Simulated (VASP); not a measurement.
A run of VASP 6.6.1 is set up as follows.

File INCAR:

```
SYSTEM = Li6SiS2N2
PREC = Accurate ; ENCUT = 650
EDIFF = 1E-6 ; ISMEAR = -1
SIGMA = 0.1551 ; LREAL = Auto
LASPH = .TRUE. ; NELM = 120
ALGO = Normal ; ISIF = 2
LWAVE = .FALSE. ; LCHARG = .TRUE.
GGA = PE ; IVDW = 12
LELF = .TRUE. ; LVHAR = .TRUE.
ISYM = -1 ; NBANDS = 61
GGA_COMPAT = .FALSE.
```

File KPOINTS:

```
explicit points
1
Reciprocal
  0.25000000   0.25000000   0.25000000 1
```

POSCAR

```
Li6SiS2N2
1.0
    7.0575940000      0.2300220000     -0.0127870000
    0.2300220000      6.8226690000     -0.2070970000
   -0.0127870000     -0.2070970000      7.0752940000
Si S Li N
2 4 12 4
Direct
    0.3585155049      0.7672699840      0.7333113860
    0.0514020230      0.6968459566      0.0717533412
   -0.0362138973      0.3362967358      1.0425951173
    0.7792427313      0.7887561494      0.3128249100
    0.8441081047      0.8058651045      0.8640023801
    0.2369020083      0.4755373024      0.4485206713
    0.6554974537      0.5159347898      0.8643347390
    0.9748188164      0.4924286737      0.6350870380
    0.7386378941      0.0563626153      0.1553930467
    0.0880418268      0.2175269358      0.4130327258
    0.7330025246      0.1755465958      0.4563852861
    0.3078420122      0.3981601232      0.1480039053
    0.9728612670      0.9849293773      0.6009436352
    0.3290272493      0.2871753394      0.6349719775
    0.7876269100      0.2104379719      0.8243776807
    0.1894717486      1.0706883277      0.8954052108
    0.6383160147      0.5305230348      0.2171146352
    0.3518430365      0.7731290854      0.3119575994
    0.2818829633      0.9826330201      0.6409418164
    0.9048774701      0.2379278151      0.5954043471
    0.6497796219      0.3314550781      1.0608212301
    0.3013238992      0.6994087778      0.0208922044
```

Potentials or basis: VASP PAW PBE potentials, release 64 (Si, S, Li_sv, N).

Command:

```bash
$ cat potpaw_PBE.64/Si/POTCAR potpaw_PBE.64/S/POTCAR potpaw_PBE.64/Li_sv/POTCAR potpaw_PBE.64/N/POTCAR > POTCAR
$ mpirun -np 1 vasp_std > vasp.out
```

(1) Estimate the pressure.

(2) Estimate the largest force.

Answers

(1) -1.4 GPa.

(2) 3.235 eV/Å.

Caveat: the atoms stand as in a frame of molecular dynamics.
